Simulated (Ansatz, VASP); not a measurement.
One calculation of MoSe2, two programs

INCAR

```
ALGO = Normal ; EDIFF = 1E-8
ENCUT = 400 ; GGA = PE
GGA_COMPAT = False ; ISIF = 2
ISMEAR = 0 ; IVDW = 12
LASPH = True ; LCHARG = False
LEFG = True ; LREAL = False
LWAVE = False ; NBANDS = 35
NELM = 120 ; PREC = Accurate
SIGMA = 0.05
```

KPOINTS

```
k-points
0
Gamma
  10 10 4
```

Contents of POSCAR:

```
MoSe2
1.0
    3.2769031934      0.0000000000      0.0000000000
   -1.6384515967      2.8378814112      0.0000000000
    0.0000000000      0.0000000000     12.7341133400
Mo Se
2 4
Direct
    0.3333333333      0.6666666667      0.2500000000
    0.6666666667      0.3333333333      0.7500000000
    0.3333333333      0.6666666667      0.6185407763
    0.6666666667      0.3333333333      0.1185407763
    0.3333333333      0.6666666667      0.8814592237
    0.6666666667      0.3333333333      0.3814592237
```

Input for Ansatz:

```yaml
crystal:
  lattice:
    - [3.2769031934, 0.0, 0.0]
    - [-1.6384515967, 2.8378814112, 0.0]
    - [0.0, 0.0, 12.73411334]
  atoms:
    - { symbol: Mo, position: [0.3333333333, 0.6666666667, 0.25] }
    - { symbol: Mo, position: [0.6666666667, 0.3333333333, 0.75] }
    - { symbol: Se, position: [0.3333333333, 0.6666666667, 0.6185407763] }
    - { symbol: Se, position: [0.6666666667, 0.3333333333, 0.1185407763] }
    - { symbol: Se, position: [0.3333333333, 0.6666666667, 0.8814592237] }
    - { symbol: Se, position: [0.6666666667, 0.3333333333, 0.3814592237] }
basis:
  ecutwfc: 420
  ecutrho_ratio: 4
kpoints:
  mp_grid: { grid: [10, 10, 4] }
hamiltonian:
  xc: pbe
  dispersion: d3bj
scf:
  occupations: { method: gaussian, width: 0.05 }
output:
  forces: true
  stress: true
  eigenvalues: true
  efg: { contact_densities: true, quadrupole_moments_barn: { Mo: -0.022 } }
```

Alike in both runs: task electric field gradients; functional PBE; dispersion D3(BJ); k mesh 10 × 10 × 4; occupations gaussian, width 0.05 eV; no spin polarisation.

|  | VASP | Ansatz |
| --- | --- | --- |
| version | VASP 6.6.1 | Ansatz 0.2.0 |
| potentials or method | VASP PAW PBE potentials, release 64 (Mo_sv, Se), cutoff 400 eV | scalar-relativistic, plane waves, PAW |
| valence electrons in the cell | 52 | 92 |

```csv
,VASP,Ansatz,Ansatz less VASP
gap on the k mesh at the Fermi level (eV),0.76,0.77,+0.005
least direct gap on the mesh (eV),1.59,1.59,-0.002
pressure (GPa),0.0,0.0,+0.02
"traceless stress, the component that is largest in VASP (GPa)",0.05,-0.01,-0.064
rms of the force components (eV/Å),0.019,0.001,-0.0185
size of Vzz on the site where it differs most (V/Å²),70.6,65.7,-4.93
```

Atom by atom the forces differ by 0.019 eV/Å (rms over components). VASP's potentials hold 52 valence electrons a cell and Ansatz's 92, so a difference there can come from the potentials and not from the codes.
